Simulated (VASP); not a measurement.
Input of a VASP 6.6.1 run:

The input INCAR:

```
PREC     = Accurate       # precision mode
ENCUT    = 520            # plane-wave cutoff, eV
EDIFF    = 1E-8           # SCF threshold, eV
ISMEAR   = 0              # smearing method
SIGMA    = 0.01           # smearing width, eV
LREAL    = F              # projectors in reciprocal space
LASPH    = T              # aspherical terms in the spheres
NELM     = 100            # most SCF steps
ALGO     = Normal         # electronic algorithm
ISIF     = 2              # what is computed and relaxed
LWAVE    = F              # write WAVECAR
LCHARG   = T              # write CHGCAR
METAGGA  = R2SCAN         # meta-GGA
LMIXTAU  = T            
NBANDS   = 15             # bands
IBRION   = 6              # ionic algorithm
NFREE    = 2            
POTIM    = 0.015          # step
NSW      = 1              # ionic steps
```

KPOINTS

```
Automatic mesh
0
Gamma
  6 6 6
```

File POSCAR:

```
KBr
1.0
    2.9164100871      2.9164100871      0.0000000000
   -2.9164100871      2.9164100871      0.0000000000
    0.0000000000      2.9164100871      2.9164100871
K Br
1 1
Direct
    0.0000000000      0.0000000000      0.0000000000
    0.5000000000      0.5000000000      0.0000000000
```

Potentials or basis: VASP PAW PBE potentials, release 64 (K_sv, Br).

The run is started by

```console
$ cat potpaw_PBE.64/K_sv/POTCAR potpaw_PBE.64/Br/POTCAR > POTCAR
$ mpirun -np 1 vasp_std > vasp.out
```

Problem. Predict the highest phonon frequency at Γ, LO-TO splitting left out.

Solution. 234 cm⁻¹.

Phonon frequencies in cm⁻¹ (negative: imaginary):
```csv
q point,frequencies
"(0.000, 0.000, 0.000)",0 0 0 234 234 234
```

Caveat: the cell stands under pressure or tension, which shifts response properties.
